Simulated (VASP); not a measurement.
ZnAu:

```
CELL_PARAMETERS angstrom
3.14700 0.00000 0.00000
0.00000 3.14700 0.00000
0.00000 0.00000 3.14700
ATOMIC_POSITIONS crystal
Zn 0.50000 0.50000 0.50000
Au 0.00000 0.00000 0.00000
```

```yaml
Program: VASP 6.6.1
Task: relaxation of cell and atoms
Functional: PBE
Potentials_or_basis: VASP PAW PBE potentials, release 64 (Zn, Au)
Cutoff: 600 eV
k_mesh: 14 × 14 × 14
Occupations: gaussian, width 0.1 eV
Spin: no spin polarisation
```

At the start: pressure 4.9 GPa; volume 15.58 Å³/atom.

Q: How do energy, volume and symmetry change on relaxing?

A: Over 5 steps the energy falls by 9.1 meV/atom and the volume is 16.19 Å³/atom (+3.9 %); space group Pm-3m (No. 221, to 0.05 Å).

Step by step:
```csv
step,energy change (eV),largest force (eV/Å),pressure (GPa),volume (Å³)
1,0.0000,0.0000,4.92,31.17
2,-0.0081,0.0000,-3.17,33.38
3,-0.0182,0.0000,0.10,32.40
4,-0.0182,0.0000,-0.09,32.43
5,-0.0182,0.0000,0.01,32.39
```

Final structure:
```yaml
crystal:
  lattice:
    - [3.18755, 0.00000, 0.00000]
    - [0.00000, 3.18755, 0.00000]
    - [0.00000, 0.00000, 3.18755]
  atoms:
    - { symbol: Zn, position: [0.50000, 0.50000, 0.50000] }
    - { symbol: Au, position: [0.00000, 0.00000, 0.00000] }
```
